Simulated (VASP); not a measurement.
The system is LiF.

```
F Li
1.0
     0.00000    2.01400    2.01400
     2.01400    0.00000    2.01400
     2.01400    2.01400    0.00000
F Li
1 1
Direct
  0.50000 0.50000 0.50000
  0.00000 0.00000 0.00000
```

Base run:

```yaml
Program: VASP 6.6.1
Functional: PBE-based global hybrid with 10 % exact exchange
Potentials_or_basis: VASP PAW PBE potentials, release 64 (F, Li_sv)
Cutoff: 520 eV
k_mesh: 7 × 7 × 7
Occupations: fermi-dirac, width 0.05 eV
Spin: no spin polarisation
```

Its results: band gap on the k mesh 10.31 eV.

The run is repeated on the same cell with these changes: functional from PBE-based global hybrid with 10 % exact exchange to PBE-based global hybrid with 15 % exact exchange; share of exact exchange from 0.1 to 0.15. What comes out?

Band gap on the k mesh 10.92 eV.

